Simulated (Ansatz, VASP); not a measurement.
**Sc4BP3: VASP beside Ansatz**

```
CELL_PARAMETERS angstrom
3.70353 0.00000 0.00000
0.00000 3.70353 0.00000
0.00000 0.00000 10.43105
ATOMIC_POSITIONS crystal
Sc 0.00000 0.00000 0.75662
Sc 0.00000 0.00000 0.24338
Sc 0.50000 0.50000 0.00000
Sc 0.50000 0.50000 0.50000
B 0.00000 0.00000 0.00000
P 0.00000 0.00000 0.50000
P 0.50000 0.50000 0.75248
P 0.50000 0.50000 0.24752
```

Alike in both runs: functional PBE; k mesh 8 × 8 × 4; occupations gaussian, width 0.1 eV; no spin polarisation.

Ansatz relaxed the structure, and its values are those at the end. VASP's run is a single point on that final structure, the one shown.

|  | VASP | Ansatz |
| --- | --- | --- |
| version | VASP 6.6.1 | Ansatz 0.2.0 |
| potentials or method | VASP PAW PBE potentials, release 64 (Sc_sv, B, P), cutoff 520 eV | scalar-relativistic, plane waves, PAW |
| valence electrons in the cell | 62 | 62 |

Ansatz gave:

* gap on the k mesh at the Fermi level (eV): none
* pressure (GPa): 0.0

**Question.** What did VASP give for the same quantities?

**Answer.** gap on the k mesh at the Fermi level (eV): none; pressure (GPa): 0.2.

A gap of «none» marks a metal or a gap that the smearing closes.
